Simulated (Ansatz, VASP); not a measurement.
**C: VASP beside Ansatz**

```
CELL_PARAMETERS angstrom
2.51239 0.00000 0.00000
-1.25619 2.17579 0.00000
0.00000 0.00000 12.39177
ATOMIC_POSITIONS crystal
C 0.00000 0.00000 0.18683
C 0.00000 0.00000 0.68683
C 0.00000 0.00000 0.31317
C 0.00000 0.00000 0.81317
C 0.33333 0.66667 0.52076
C 0.66667 0.33333 0.02076
C 0.33333 0.66667 0.97924
C 0.66667 0.33333 0.47924
C 0.33333 0.66667 0.64506
C 0.66667 0.33333 0.14506
C 0.33333 0.66667 0.85494
C 0.66667 0.33333 0.35494
```

Alike in both runs: functional r2SCAN; k mesh 12 × 12 × 2; occupations gaussian, width 0.02 eV; no spin polarisation.

Ansatz relaxed the structure, and its values are those at the end. VASP's run is a single point on that final structure, the one shown.

|  | VASP | Ansatz |
| --- | --- | --- |
| version | VASP 6.6.1 | Ansatz 0.2.0 |
| potentials or method | VASP PAW PBE potentials, release 64 (C), cutoff 520 eV | scalar-relativistic, plane waves, PAW |
| valence electrons in the cell | 48 | 48 |

Ansatz gave:

| Quantity | Value |
| --- | --- |
| gap on the k mesh at the Fermi level (eV) | 4.69 |
| least direct gap on the mesh (eV) | 5.68 |
| pressure (GPa) | 0.0 |

Question: What did VASP give for the same quantities?

Answer: gap on the k mesh at the Fermi level (eV): 4.66; least direct gap on the mesh (eV): 5.63; pressure (GPa): 1.1.

VASP's potentials were made for PBE, not for r2SCAN.
